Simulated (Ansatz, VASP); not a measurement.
Mo: VASP beside Ansatz

```
CELL_PARAMETERS angstrom
0.00000 2.17620 1.93440
2.17620 0.00000 1.93440
2.17620 2.17620 0.00000
ATOMIC_POSITIONS crystal
Mo 0.00000 0.00000 0.00000
```

Change from the starting cell: strain +0.080 along x and y, -0.040 along z, atoms carried along.

Alike in both runs: task single point; functional PBE; k mesh 20 × 20 × 20; occupations gaussian, width 0.15 eV; no spin polarisation.

|  | VASP | Ansatz |
| --- | --- | --- |
| version | VASP 6.6.1 | Ansatz 0.2.0 |
| potentials or method | VASP PAW PBE potentials, release 64 (Mo_sv), cutoff 520 eV | scalar-relativistic, plane waves, PAW |
| valence electrons in the cell | 14 | 14 |

Ansatz gave:

```
gap on the k mesh at the Fermi level (eV)                     : none
pressure (GPa)                                                : -24.7
traceless stress, the component that is largest in VASP (GPa) : -11.60
```

**Question.** Which values does VASP return?

**Answer.** gap on the k mesh at the Fermi level (eV): none; pressure (GPa): -24.4; traceless stress, the component that is largest in VASP (GPa): -11.60.

A gap of «none» marks a metal or a gap that the smearing closes. The functional is the same, so the differences come from potentials, cutoffs and numerics.
